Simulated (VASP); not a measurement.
# TaN (Fm-3m) in VASP: a series of runs, part 3 of 3

VASP 6.6.1. The steps go on from the part before.

**5. Relaxation of cell and atoms, r2SCAN+U**

POSCAR reads:

```
TaN
1.0
    0.0000000000      2.1790013100      2.1790013100
    2.1790013100      0.0000000000      2.1790013100
    2.1790013100      2.1790013100      0.0000000000
Ta N
1 1
Direct
    0.5000000000      0.5000000000      0.5000000000
    0.0000000000      0.0000000000      0.0000000000
```

INCAR.step1 reads:

```
PREC     = Accurate       # precision mode
ENCUT    = 600            # plane-wave cutoff, eV
ISMEAR   = -1             # smearing method
SIGMA    = 0.05           # smearing width, eV
LREAL    = F              # projectors in reciprocal space
LASPH    = T              # aspherical terms in the spheres
NELM     = 150            # most SCF steps
LMAXMIX  = 4              # l up to which the mixer works
LDAU     = T              # DFT+U
LDAUTYPE = 2            
LDAUL    = 2 -1           # shell
LDAUU    = 8 0            # U, eV
LDAUJ    = 0 0          
GGA      = PE             # functional
ALGO     = Normal         # electronic algorithm
EDIFF    = 1E-4           # SCF threshold, eV
LWAVE    = T              # write WAVECAR
LCHARG   = F              # write CHGCAR
```

INCAR.step2 reads:

```
PREC     = Accurate       # precision mode
ENCUT    = 600            # plane-wave cutoff, eV
EDIFF    = 1E-7           # SCF threshold, eV
ISMEAR   = -1             # smearing method
SIGMA    = 0.05           # smearing width, eV
LREAL    = F              # projectors in reciprocal space
LASPH    = T              # aspherical terms in the spheres
NELM     = 150            # most SCF steps
ALGO     = Normal         # electronic algorithm
ISIF     = 3              # what is computed and relaxed
LWAVE    = F              # write WAVECAR
LCHARG   = F              # write CHGCAR
LMAXMIX  = 4              # l up to which the mixer works
LDAU     = T              # DFT+U
LDAUTYPE = 2            
LDAUL    = 2 -1           # shell
LDAUU    = 8 0            # U, eV
LDAUJ    = 0 0          
LDAUPRINT= 1            
METAGGA  = R2SCAN         # meta-GGA
LMIXTAU  = T            
IBRION   = 2              # ionic algorithm
NSW      = 60             # ionic steps
EDIFFG   = -0.01          # ionic threshold
ISTART   = 1
```

KPOINTS reads:

```
Automatic mesh
0
Gamma
  10 10 10
```

Potentials or basis: VASP PAW PBE potentials, release 64 (Ta_pv, N).

Command:

```console
$ cat potpaw_PBE.64/Ta_pv/POTCAR potpaw_PBE.64/N/POTCAR > POTCAR
$ cp INCAR.step1 INCAR
$ mpirun -np 1 vasp_std > vasp.out
$ cp INCAR.step2 INCAR
$ mpirun -np 1 vasp_std > vasp.out
```

OUTCAR:

```text
PREC = Accurate
   ENCUT = 600
   EDIFF = 1E-7
   ISMEAR = -1
   LREAL = F
   LASPH = T
   NELM = 150
   ISIF = 3
   METAGGA = R2SCAN
   IBRION = 2
   NSW = 60
   EDIFFG = -0.01
   ISTART = 1

 ion  position               nearest neighbor table
   1  0.500  0.500  0.500-   2 2.18   2 2.18   2 2.18   2 2.18   2 2.18   2 2.18
   2  0.000  0.000  0.000-   1 2.18   1 2.18   1 2.18   1 2.18   1 2.18   1 2.18

  LATTYP: Found a face centered cubic cell.
 ALAT       =     4.3580026200

  Lattice vectors:

 A1 = (   0.0000000000,   2.1790013100,   2.1790013100)
 A2 = (   2.1790013100,   0.0000000000,   2.1790013100)
 A3 = (   2.1790013100,   2.1790013100,   0.0000000000)

Analysis of symmetry for initial positions (statically):
=====================================================================
 Subroutine PRICEL returns:
 Original cell was already a primitive cell.

 Routine SETGRP: Setting up the symmetry group for a
 face centered cubic supercell.

 Subroutine GETGRP returns: Found 48 space group operations
 (whereof 48 operations were pure point group operations)
 out of a pool of 48 trial point group operations.

The static configuration has the point symmetry O_h .

Analysis of symmetry for dynamics (positions and initial velocities):
=====================================================================
 Subroutine PRICEL returns:
 Original cell was already a primitive cell.

 Routine SETGRP: Setting up the symmetry group for a
 face centered cubic supercell.

 Subroutine GETGRP returns: Found 48 space group operations
 (whereof 48 operations were pure point group operations)
 out of a pool of 48 trial point group operations.

The dynamic configuration has the point symmetry O_h .

 Subroutine INISYM returns: Found 48 space group operations
 (whereof 48 operations are pure point group operations),
 and found     1 'primitive' translations

----------------------------------------------------------------------------------------

                                     Primitive cell

  volume of cell :      20.6920

  direct lattice vectors                    reciprocal lattice vectors
     0.000000000  2.179001310  2.179001310    -0.229462918  0.229462918  0.229462918
     2.179001310  0.000000000  2.179001310     0.229462918 -0.229462918  0.229462918
     2.179001310  2.179001310  0.000000000     0.229462918  0.229462918 -0.229462918

  length of vectors
     3.081573205  3.081573205  3.081573205     0.397441433  0.397441433  0.397441433

  position of ions in fractional coordinates (direct lattice)
     0.500000000  0.500000000  0.500000000
     0.000000000  0.000000000  0.000000000

  ion indices of the primitive-cell ions
   primitive index   ion index
                 1           1
                 2           2

----------------------------------------------------------------------------------------

 KPOINTS: Automatic mesh

Automatic generation of k-mesh.
 Grid dimensions read from file:
 generate k-points for:   10   10   10

[... 92 lines left out ...]
   METAGGA = R2SCAN    functional components
   LHFCALC =     F    Hartree Fock is set to
   AEXX    =    0.0000 exact exchange contribution
   IVDW    =     0    specifies the selected vdW correction
   LEPSILON=     F    determine dielectric tensor
   LRPA    =     F    only Hartree local field effects (RPA)
 conjugate gradient relaxation of ions
 non-spin polarized calculation
  energy-cutoff  :      600.00
  volume of cell :       20.69
 maximum number of plane-waves:       701
 NGX is ok and might be reduce to    28
   NGX = 13   NGY = 13   NGZ = 13

--------------------------------------- Ionic step        1  -------------------------------------------

 number of electron      16.0000001 magnetization

 Free energy of the ion-electron system (eV)
  ---------------------------------------------------
  ext. energy  EPLUGINS =         0.00000000
  ---------------------------------------------------
  free energy    TOTEN  =       -52.36338855 eV

  energy without entropy =      -52.35944857  energy(sigma->0) =      -52.36141856

 E-fermi :  10.9596     XC(G=0): -14.6962

 val. band max:       10.7845124213   @ k =  -0.3000   0.4000   0.2000
 cond. band min:      10.9956990430   @ k =  -0.3000   0.3000   0.1000
 fundamental gap:      0.2111866217
 Fermi energy:        10.9595645669

 k-point     1 :       0.0000    0.0000    0.0000
  band No.  band energies     occupation
      1     -27.8459      2.00000
      2     -27.8459      2.00000
      3     -27.8459      2.00000
      4      -9.9848      2.00000
      5       6.1818      2.00000
      6       6.1818      2.00000
      7       6.1818      2.00000
      8       8.8893      2.00000
      9       8.8893      2.00000
     10       8.8893      2.00000
     11      11.9345      0.00000
     12      12.0638      0.00000
[... 446 lines left out ...]
  FREE ENERGIE OF THE ION-ELECTRON SYSTEM (eV)
  ---------------------------------------------------
  free  energy   TOTEN  =       -52.6143477346 eV

  energy  without entropy=      -52.6099324393  energy(sigma->0) =      -52.61214009

[... ionic steps 4 to 15 ...]

--------------------------------------- Ionic step       16  -------------------------------------------

 number of electron      16.0000002 magnetization

------------------------ aborting loop because EDIFF is reached ----------------------------------------
[... 61 lines left out ...]
  FREE ENERGIE OF THE ION-ELECTRON SYSTEM (eV)
  ---------------------------------------------------
  free  energy   TOTEN  =       -52.6164424301 eV

  energy  without entropy=      -52.6120954281  energy(sigma->0) =      -52.61426893

atom =   1  type =  1  l = 2

 onsite density matrix

spin component  1

  0.2455 -0.0000  0.0000 -0.0000  0.0000
 -0.0000  0.2455 -0.0000 -0.0000  0.0000
  0.0000 -0.0000  0.1566  0.0000  0.0000
 -0.0000 -0.0000  0.0000  0.2455 -0.0000
  0.0000  0.0000  0.0000 -0.0000  0.1566

spin component  2

  0.2455 -0.0000  0.0000 -0.0000  0.0000
 -0.0000  0.2455 -0.0000 -0.0000  0.0000
  0.0000 -0.0000  0.1566  0.0000  0.0000
 -0.0000 -0.0000  0.0000  0.2455 -0.0000
  0.0000  0.0000  0.0000 -0.0000  0.1566

 occupancies and eigenvectors

  o =  0.1566  v =  0.0000 -0.0000  0.9997 -0.0000 -0.0258  0.0000  0.0000  0.0000  0.0000  0.0000      0.0000  0.0000  0.0000  0.0000  0.0000  0.0000  0.0000  0.0000  0.0000  0.0000
  o =  0.1566  v =  0.0000  0.0000  0.0000  0.0000  0.0000  0.0000 -0.0000  0.9997 -0.0000 -0.0258      0.0000  0.0000  0.0000  0.0000  0.0000  0.0000  0.0000  0.0000  0.0000  0.0000
  o =  0.1566  v =  0.0000 -0.0000  0.0258 -0.0000  0.9997  0.0000  0.0000  0.0000  0.0000  0.0000      0.0000  0.0000  0.0000  0.0000  0.0000  0.0000  0.0000  0.0000  0.0000  0.0000
  o =  0.1566  v =  0.0000  0.0000  0.0000  0.0000  0.0000  0.0000 -0.0000  0.0258 -0.0000  0.9997      0.0000  0.0000  0.0000  0.0000  0.0000  0.0000  0.0000  0.0000  0.0000  0.0000
  o =  0.2455  v =  0.0000  0.9847  0.0000  0.1740  0.0000  0.0000  0.0000  0.0000  0.0000  0.0000      0.0000  0.0000  0.0000  0.0000  0.0000  0.0000  0.0000  0.0000  0.0000  0.0000
  o =  0.2455  v =  0.0000  0.0000  0.0000  0.0000  0.0000  1.0000  0.0000  0.0000  0.0000  0.0000      0.0000  0.0000  0.0000  0.0000  0.0000  0.0000  0.0000  0.0000  0.0000  0.0000
  o =  0.2455  v =  1.0000  0.0000  0.0000  0.0000  0.0000  0.0000  0.0000  0.0000  0.0000  0.0000      0.0000  0.0000  0.0000  0.0000  0.0000  0.0000  0.0000  0.0000  0.0000  0.0000
  o =  0.2455  v =  0.0000  0.0000  0.0000  0.0000  0.0000  0.0000  0.9847  0.0000  0.1740  0.0000      0.0000  0.0000  0.0000  0.0000  0.0000  0.0000  0.0000  0.0000  0.0000  0.0000
  o =  0.2455  v =  0.0000  0.0000  0.0000  0.0000  0.0000  0.0000  0.1740 -0.0000 -0.9847 -0.0000      0.0000  0.0000  0.0000  0.0000  0.0000  0.0000  0.0000  0.0000  0.0000  0.0000
  o =  0.2455  v =  0.0000  0.1740 -0.0000 -0.9847 -0.0000  0.0000  0.0000  0.0000  0.0000  0.0000      0.0000  0.0000  0.0000  0.0000  0.0000  0.0000  0.0000  0.0000  0.0000  0.0000

--------------------------------------- Ionic step       18  -------------------------------------------

 number of electron      16.0000002 magnetization

 Free energy of the ion-electron system (eV)
  ---------------------------------------------------
  ext. energy  EPLUGINS =         0.00000000
  ---------------------------------------------------
  free energy    TOTEN  =       -52.61644603 eV

  energy without entropy =      -52.61209735  energy(sigma->0) =      -52.61427169

 E-fermi :   9.8183     XC(G=0): -14.0603

 val. band max:        9.6581594265   @ k =  -0.3000   0.4000   0.2000
 cond. band min:       9.8516361683   @ k =  -0.3000   0.3000   0.1000
 fundamental gap:      0.1934767419
 Fermi energy:         9.8182767740

 k-point     1 :       0.0000    0.0000    0.0000
  band No.  band energies     occupation
      1     -29.3038      2.00000
      2     -29.3038      2.00000
      3     -29.3038      2.00000
      4     -10.2460      2.00000
      5       5.3609      2.00000
      6       5.3609      2.00000
      7       5.3609      2.00000
      8       7.9869      2.00000
      9       7.9869      2.00000
     10       7.9869      2.00000
     11      10.0119      0.04076
     12      10.8264      0.00000
[... 374 lines left out ...]
  FREE ENERGIE OF THE ION-ELECTRON SYSTEM (eV)
  ---------------------------------------------------
  free  energy   TOTEN  =       -52.6164460324 eV

  energy  without entropy=      -52.6120973531  energy(sigma->0) =      -52.61427169

 reached required accuracy - stopping structural energy minimisation
```

Wall time 19 min (1 thread of Intel Xeon 8259CL, shared host); peak memory 0.19 GiB.

What came out:

* Free energy: -52.6164 eV
* Relaxed volume: 11.47 Å³/atom
* Relaxed cell: a = 3.189 Å, b = 3.189 Å, c = 3.189 Å, α = 60.00°, β = 60.00°, γ = 60.00°
* Space group after relaxing (to 0.1 Å): Fm-3m (No. 225)
* Energy gained by relaxing: 126.5 meV/atom
* Ionic steps: 18
* Pressure after relaxing: 0.1 GPa
* Band gap on the k mesh: zero (bands 8 and 9 overlap by 3.65 eV)

The path:
| step | energy change (eV) | largest force (eV/Å) | pressure (GPa) | volume (Å³) |
| --- | --- | --- | --- | --- |
| 1 | 0.0000 | 0.0000 | 39.57 | 20.69 |
| 2 | 0.8379 | 0.0000 | -43.92 | 29.33 |
| 3 | -0.2510 | 0.0000 | -2.95 | 23.16 |
| 4 | -0.2530 | 0.0000 | -0.38 | 22.96 |
| 5 | -0.2530 | 0.0000 | 0.25 | 22.92 |
| 6 | -0.2530 | 0.0000 | 0.25 | 22.92 |
| 7 | -0.2530 | 0.0000 | 0.23 | 22.92 |
| 8 | -0.2530 | 0.0000 | 0.23 | 22.92 |
| 9 | -0.2530 | 0.0000 | 0.23 | 22.92 |
| 10 | -0.2530 | 0.0000 | 0.23 | 22.92 |
| 11 | -0.2530 | 0.0000 | 0.23 | 22.92 |
| 12 | -0.2530 | 0.0000 | 0.23 | 22.92 |
| 13 | -0.2530 | 0.0000 | 0.23 | 22.92 |
| 14 | -0.2530 | 0.0000 | 0.23 | 22.92 |
| 15 | -0.2530 | 0.0000 | 0.22 | 22.92 |
| 16 | -0.2531 | 0.0000 | 0.19 | 22.92 |
| 17 | -0.2531 | 0.0000 | 0.14 | 22.92 |
| 18 | -0.2531 | 0.0000 | 0.05 | 22.93 |

Final structure:
```yaml
crystal:
  lattice:
    - [0.00000, 2.25491, 2.25491]
    - [2.25491, 0.00000, 2.25491]
    - [2.25491, 2.25491, 0.00000]
  atoms:
    - { symbol: Ta, position: [0.50000, 0.50000, 0.50000] }
    - { symbol: N, position: [0.00000, 0.00000, 0.00000] }
```

Eigenvalues of the final occupation matrices:
```
    site  spin  trace               eigenvalues
site 1 d     1   1.05  0.16 0.16 0.25 0.25 0.25
site 1 d     2   1.05  0.16 0.16 0.25 0.25 0.25
```

Caveat: the PAW data sets were made with another functional, which shifts forces and pressure a little; spin-orbit coupling is left out, which moves the levels of the heavy elements; U without spin polarisation on a metal has little footing. Zero-point motion and thermal expansion aren't in these numbers.

**6. Overview**

| U | gap on the mesh (eV) | pressure (GPa) | relaxed volume (Å³/atom) |
| --- | --- | --- | --- |
| Ta d U = 4.0 eV | none | -0.1 | 11.06 |
| Ta d U = 5.0 eV | none | 0.1 | 11.15 |
| Ta d U = 6.0 eV | none | 0.0 | 11.25 |
| Ta d U = 8.0 eV | none | 0.1 | 11.47 |

Alike in all rows: task relaxation of cell and atoms; level r2SCAN+U; potentials or basis VASP PAW PBE potentials, release 64 (Ta_pv, N); no spin polarisation; cell relaxed; k mesh 10 × 10 × 10; cutoff (eV) 600; smearing fermi-dirac 0.05 eV.

Caveats: the PAW data sets were made with another functional, which shifts forces and pressure a little; spin-orbit coupling is left out, which moves the levels of the heavy elements; U without spin polarisation on a metal has little footing.

Absolute energies hang on the potentials; compare differences alone.
